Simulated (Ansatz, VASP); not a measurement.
**Two plane-wave programs on NaY**

Contents of INCAR:

```
SYSTEM = NaY
PREC = Accurate
ENCUT = 600
EDIFF = 1E-7
ISMEAR = -1
SIGMA = 0.15
LREAL = .False.
LASPH = .True.
NELM = 100
ALGO = Normal
ISIF = 3
LWAVE = .False.
LCHARG = .False.
GGA = PS
IBRION = 2
NSW = 80
EDIFFG = -0.001
```

Contents of KPOINTS:

```
Automatic mesh
0
Gamma
  10 10 10
  0 0 0
```

Contents of POSCAR:

```
NaY
1.0
    3.9581987700      0.0000000000      0.0000000000
    0.0000000000      3.9581987700      0.0000000000
    0.0000000000      0.0000000000      3.9581987700
Na Y
1 1
Direct
    0.5000000000      0.5000000000      0.5000000000
    0.0000000000      0.0000000000      0.0000000000
```

Input for Ansatz:

```yaml
crystal:
  lattice:
    - [3.9581987688, 0.0, 0.0]
    - [0.0, 3.9581987688, 0.0]
    - [0.0, 0.0, 3.9581987688]
  atoms:
    - { symbol: Na, position: [0.5, 0.5, 0.5] }
    - { symbol: "Y", position: [0.0, 0.0, 0.0] }
basis:
  ecutwfc: 420
kpoints:
  mp_grid: { grid: [10, 10, 10] }
hamiltonian:
  xc: pbesol
scf:
  occupations: { method: fermi_dirac, width: 0.15 }
output:
  forces: true
  stress: true
  eigenvalues: true
relax:
  adjacent_minimum: "off"
  f_tol: 0.001
  max_steps: 60
  cell: { stress_tol: 0.01 }
```

Alike in both runs: task relaxation of cell and atoms; functional PBEsol; k mesh 10 × 10 × 10; occupations fermi-dirac, width 0.15 eV; no spin polarisation.

```csv
,VASP,Ansatz
version,VASP 6.6.1,Ansatz 0.2.0
potentials or method,"VASP PAW PBE potentials, release 64 (Na_pv, Y_sv), cutoff 600 eV","scalar-relativistic, plane waves, PAW"
valence electrons in the cell,18,20
```

Ansatz gave:

| Quantity | Value |
| --- | --- |
| gap on the k mesh at the Fermi level, each at its own relaxed structure (eV) | none |
| relaxed volume (Å³/atom) | 31.18 |
| relaxed cell length with the largest relative difference (Å) | 3.966 |

Problem. Which values does VASP return?

Solution. gap on the k mesh at the Fermi level, each at its own relaxed structure (eV): none; relaxed volume (Å³/atom): 31.16; relaxed cell length with the largest relative difference (Å): 3.965.

VASP's potentials were made for PBE, not for PBEsol. A gap of «none» marks a metal or a gap that the smearing closes. VASP's potentials hold 18 valence electrons a cell and Ansatz's 20, so a difference there can come from the potentials and not from the codes.
